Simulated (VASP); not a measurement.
# Cs2In (R-3m) in VASP: notebook, part 2 of 2

VASP 6.6.1.

## (3) Relaxation of cell and atoms, PBE

This run uses another cell than the first one, of 39.70 Å³/atom.

File INCAR:

```
  PREC = Accurate
  ENCUT = 600
  EDIFF = 1E-7
  ISMEAR = 0
  SIGMA = 0.1
  LREAL = F
  LASPH = T
  NELM = 100
  ALGO = Normal
  ISIF = 3
  LWAVE = F
  LCHARG = F
  GGA = PE
  IBRION = 2
  NSW = 90
  EDIFFG = -0.04
```

File KPOINTS:

```
Automatic mesh
0
Gamma
  6 6 6
```

File POSCAR:

```
Cs2In
1.0
    2.2495730246      1.2987915913      6.7942860042
   -2.2495730246      1.2987915913      6.7942860042
    0.0000000000     -2.5975831827      6.7942860042
Cs In
2 1
Direct
    0.7500000000      0.7500000000      0.7500000000
    0.2500000000      0.2500000000      0.2500000000
    0.0000000000      0.0000000000      0.0000000000
```

Potentials or basis: VASP PAW PBE potentials, release 64 (Cs_sv, In_d).

Run with:

```console
$ cat potpaw_PBE.64/Cs_sv/POTCAR potpaw_PBE.64/In_d/POTCAR > POTCAR
$ mpirun -np 1 vasp_std > vasp.out
```

OUTCAR:

```text
PREC = Accurate
   ENCUT = 600
   EDIFF = 1E-7
   ISMEAR = 0
   LREAL = F
   LASPH = T
   NELM = 100
   ISIF = 3
   GGA = PE
   IBRION = 2
   NSW = 90
   EDIFFG = -0.04

 ion  position               nearest neighbor table
   1  0.750  0.750  0.750-   3 3.10   3 3.10   3 3.10
   2  0.250  0.250  0.250-   3 3.10   3 3.10   3 3.10
   3  0.000  0.000  0.000-   1 3.10   1 3.10   2 3.10   2 3.10   1 3.10   2 3.10

  LATTYP: Found a trigonal (rhomboedric) cell.
 ALAT       =     7.2739095882
 COS(alpha) =     0.8087090652

  Lattice vectors:

 A1 = (   2.2495730246,   1.2987915913,   6.7942860042)
 A2 = (  -2.2495730246,   1.2987915913,   6.7942860042)
 A3 = (   0.0000000000,  -2.5975831827,   6.7942860042)

[... 478 lines left out ...]
  ext. energy  EPLUGINS =         0.00000000
  ---------------------------------------------------
  free energy    TOTEN  =        -3.74902644 eV

  energy without entropy =       -3.73023705  energy(sigma->0) =       -3.73963175

 E-fermi :   1.1260     XC(G=0):  -6.2685

 val. band max:        1.0967332940   @ k =  -0.1667   0.1667   0.1667
 cond. band min:       1.1333114400   @ k =  -0.3333   0.5000   0.1667
 fundamental gap:      0.0365781460
 Fermi energy:         1.1260030478

 k-point     1 :       0.0000    0.0000    0.0000
  band No.  band energies     occupation
      1     -22.0890      2.00000
      2     -22.0764      2.00000
      3     -13.6825      2.00000
      4     -13.6825      2.00000
      5     -13.6643      2.00000
      6     -13.6643      2.00000
[... 505 lines left out ...]
      6     -13.6644      2.00000
[... 11 lines left out ...]
     18       2.0974      0.00000
     19       2.7381      0.00000

 [... further k-points ...]

------------------------ aborting loop because EDIFF is reached ----------------------------------------

  FORCE on cell =-STRESS in cart. coord.  units (eV):
  Direction    XX          YY          ZZ          XY          YZ          ZX
  --------------------------------------------------------------------------------------
  -------------------------------------------------------------------------------------
  Total       -0.0206144     -0.0206144      0.0368387      0.0000000     -0.0000000      0.0000000
  in kB       -0.1442095     -0.1442095      0.2577079      0.0000000     -0.0000000      0.0000000
  external PRESSURE =      -0.0102370 kB  Pullay stress =       0.0000000 kB
[... 18 lines left out ...]
  FREE ENERGIE OF THE ION-ELECTRON SYSTEM (eV)
  ---------------------------------------------------
  free  energy   TOTEN  =        -3.7490264426 eV

  energy  without entropy=       -3.7302370537  energy(sigma->0) =       -3.73963175

 reached required accuracy - stopping structural energy minimisation
```

CONTCAR:

```text
Cs2In
   1.00000000000000
     2.8094167714007092    1.6220175292174668    8.3765284145422907
    -2.8094167714007092    1.6220175292174668    8.3765284145422907
     0.0000000000000000   -3.2440350585835489    8.3765284145468577
  Cs              In
     2     1
Direct
     0.7567353850375564    0.7567353850375564    0.7567353850375439
     0.2432646149624435    0.2432646149624435    0.2432646149624562
     0.0000000000000000    0.0000000000000000    1.0000000000000000

  0.00000000E+00  0.00000000E+00  0.00000000E+00
  0.00000000E+00  0.00000000E+00  0.00000000E+00
  0.00000000E+00  0.00000000E+00  0.00000000E+00
```

Wall time 32 min (1 thread of Intel Xeon 8259CL, shared host); peak memory 0.58 GiB.

What came out:

```
Free energy                           : -3.7490 eV
Relaxed volume                        : 76.34 Å³/atom
Relaxed cell                          : a = 8.983 Å, b = 8.983 Å, c = 8.983 Å, α = 36.45°, β = 36.45°, γ = 36.45°
Space group after relaxing (to 0.1 Å) : R-3m (No. 166)
Energy gained by relaxing             : 922.4 meV/atom
Ionic steps                           : 9
Pressure after relaxing               : 0.0 GPa
Largest force after relaxing          : 0.037 eV/Å
Band gap on the k mesh                : zero (an odd number of electrons rules out a gap without spin polarisation)
```

Forces in eV/Å, atoms in the order of the input:
```
Cs   0.000  0.000 -0.037
Cs   0.000  0.000  0.037
In   0.000  0.000  0.000
```

The path:
```
step  energy change (eV)  largest force (eV/Å)  pressure (GPa)  volume (Å³)
   1              0.0000                2.3099           13.14       119.11
   2             -2.5716                0.3144            1.63       184.50
   3             -2.7105                0.1160            0.75       202.25
   4             -2.7482                0.1223           -0.27       241.08
   5             -2.7636                0.0661           -0.03       228.35
   6             -2.7641                0.0525            0.03       225.69
   7             -2.7644                0.0508            0.03       226.02
   8             -2.7655                0.0463            0.02       227.02
   9             -2.7672                0.0367            0.00       229.03
```

Final structure:
```
Cs In
1.0
     2.80942    1.62202    8.37653
    -2.80942    1.62202    8.37653
     0.00000   -3.24404    8.37653
Cs In
2 1
Direct
  0.75674 0.75674 0.75674
  0.24326 0.24326 0.24326
  0.00000 0.00000 0.00000
```

Levels at points of the mesh, in eV from the Fermi level:
```
           k point  band 13  band 14  band 15  band 16  band 17  band 18
(0.00, 0.00, 0.00)    -9.97    -5.04    -0.63    -0.12     0.78     0.78
(0.50, 0.00, 0.00)   -10.01    -4.75    -0.58     0.13     0.68     1.01
(0.50, 0.50, 0.00)    -9.99    -4.75    -0.76     0.14     0.65     0.89
(0.50, 0.50, 0.50)    -9.99    -4.98    -1.22     0.87     0.87     1.48
```

Caveat: the volume moved by over 15 % at a fixed basis, so the end points are rough; spin-orbit coupling is left out, which moves the levels of the heavy elements.
